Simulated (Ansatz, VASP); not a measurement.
Two plane-wave programs on Ir

File INCAR:

```
PREC = Accurate ; ENCUT = 520
EDIFF = 1E-7 ; ISMEAR = -1
SIGMA = 0.05 ; LREAL = F
LASPH = T ; NELM = 150
ALGO = Normal ; ISIF = 2
LWAVE = F ; LCHARG = F
MAGMOM = 0 0 0 0 0 0 ; LORBIT = 11
LSORBIT = T ; GGA_COMPAT = F
LORBMOM = T ; LMAXMIX = 4
NBANDS = 30
```

The input KPOINTS:

```
Automatic mesh
0
Gamma
  8 8 5
```

Contents of POSCAR:

```
Ir
1.0
    2.7513778946      0.0000000000      0.0000000000
   -1.3756889473      2.3827631521      0.0000000000
    0.0000000000      0.0000000000      4.4622900000
Ir
2
Direct
    0.3333333333      0.6666666667      0.2500000000
    0.6666666667      0.3333333333      0.7500000000
```

The input input.yaml:

```yaml
crystal:
  lattice:
    - [2.7513778946, 0.0, 0.0]
    - [-1.3756889473, 2.3827631521, 0.0]
    - [0.0, 0.0, 4.46229]
  atoms:
    - { symbol: Ir, position: [0.3333333333, 0.6666666667, 0.25] }
    - { symbol: Ir, position: [0.6666666667, 0.3333333333, 0.75] }
hamiltonian:
  xc: lda
  pseudopotentials: { kind: paw_fr }
magnetization:
  noncollinear: true
  spin_orbit: true
kpoints:
  mp_grid: { grid: [8, 8, 5] }
  band_path:
    path:
      - [[0.0, 0.0, 0.0], [0.5, 0.0, 0.0], [0.3333333333, 0.3333333333, 0.0], [0.0, 0.0, 0.0], [0.0, 0.0, 0.5], [0.5, 0.0, 0.5], [0.3333333333, 0.3333333333, 0.5], [0.0, 0.0, 0.5]]
      - [[0.5, 0.0, 0.5], [0.5, 0.0, 0.0]]
      - [[0.3333333333, 0.3333333333, 0.0], [0.3333333333, 0.3333333333, 0.5]]
    npoints: 14
scf:
  occupations: { method: fermi_dirac, width: 0.05 }
  n_extra_bands: 6
output:
  forces: true
  stress: true
  eigenvalues: true
  fatbands: false
  write_density: true
  write_potential: true
  elf: true
  volumetric_format: npy
```

Alike in both runs: functional LDA; k mesh 8 × 8 × 5; occupations fermi-dirac, width 0.05 eV; non-collinear spin, spin-orbit coupling.

|  | VASP | Ansatz |
| --- | --- | --- |
| version | VASP 6.6.1 | Ansatz 0.2.0 |
| potentials or method | VASP PAW LDA potentials, release 64 (Ir) | Ansatz PAW |
| plane-wave cutoff (eV) | 520 | 420 |
| valence electrons in the cell | 18 | 34 |
| task | single point | band structure |

|  | VASP | Ansatz | Ansatz less VASP |
| --- | --- | --- | --- |
| pressure (GPa) | -13.9 | -16.4 | -2.46 |
| traceless stress, the component that is largest in VASP (GPa) | -0.12 | -0.22 | -0.105 |
| net moment per atom (μB) | 0.00 | 0.00 | 0.000 |

LDA's correlation is that of Perdew and Zunger in VASP and of Perdew and Wang (1992) in Ansatz. VASP's potentials hold 18 valence electrons a cell and Ansatz's 34, so a difference there can come from the potentials and not from the codes.
